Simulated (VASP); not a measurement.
Write the native input for VASP 6.6.1 that does the following.

```yaml
Task: single point
Functional: PBE
Dispersion: D3(BJ)
Potentials_or_basis: VASP PAW PBE potentials, release 64 (Ga_d, As)
Cutoff: 520 eV
k_mesh: 2 × 3 × 1
Occupations: gaussian, width 0.05 eV
Spin: no spin polarisation
Dipole_correction: yes
Further_INCAR_settings: LREAL = Auto; ALGO = Normal; EDIFF = 1e-06; NBANDS = 86
```

The structure of GaAs lies in POSCAR:

```
GaAs
1.0
    8.0267120191      0.0000000000      0.0000000000
    0.0000000000      5.6757424993      0.0000000000
    0.0000000000      0.0000000000     22.0200340143
Ga As
8 8
Direct
    0.2500000000      0.5000000000      0.3633055242
    0.7500000000      0.5000000000      0.3633055242
    0.5000000000      0.0000000000      0.4544351747
    0.0000000000      0.0000000000      0.4544351747
    0.7500000000      0.5048460706      0.5512518130
    0.2500000000      0.5048460706      0.5512518130
    0.0000000000     -0.0616291904      0.6198504392
    0.5000000000     -0.0616291904      0.6198504392
    0.5000000000      0.2500000000      0.3633055242
    0.0000000000      0.2500000000      0.3633055242
    0.7500000000      0.7500000000      0.4544351747
    0.2500000000      0.7500000000      0.4544351747
    0.0000000000      0.2554471209      0.5462720407
    0.5000000000      0.2554471209      0.5462720407
    0.2500000000      0.7221633033      0.6491132386
    0.7500000000      0.7221633033      0.6491132386
```

One way to write it, as run:

INCAR

```
SYSTEM = GaAs
PREC     = Accurate       ! precision mode
ENCUT    = 520            ! plane-wave cutoff, eV
EDIFF    = 1E-6           ! SCF threshold, eV
ISMEAR   = 0              ! smearing method
SIGMA    = 0.05           ! smearing width, eV
LREAL    = Auto         
LASPH    = .TRUE.         ! aspherical terms in the spheres
NELM     = 100            ! most SCF steps
ALGO     = Normal         ! electronic algorithm
ISIF     = 2              ! what is computed and relaxed
LWAVE    = .FALSE.        ! write WAVECAR
LCHARG   = .FALSE.        ! write CHGCAR
LDIPOL   = .TRUE.       
IDIPOL   = 3            
DIPOL    = 0.5 0.5 0.500
GGA      = PE             ! functional
IVDW     = 12             ! dispersion correction
NBANDS   = 86             ! bands
```

KPOINTS

```
regular mesh
0
G
  2 3 1
  0 0 0
```

Potentials or basis: VASP PAW PBE potentials, release 64 (Ga_d, As).

The run is started by

```sh
$ cat potpaw_PBE.64/Ga_d/POTCAR potpaw_PBE.64/As/POTCAR > POTCAR
$ mpirun -np 1 vasp_std > vasp.out
```

It gave:

```json
{
 "Largest force": "1.527 eV/Å",
 "Band gap on the k mesh": "0.65 eV",
 "Dispersion energy per atom": "-0.226 eV"
}
```

Wall time 13 min on 1 thread of Intel(R) Xeon(R) Platinum 8375C CPU @ 2.90GHz (Ice Lake), with other jobs on the host, peak memory 0.89 GiB.
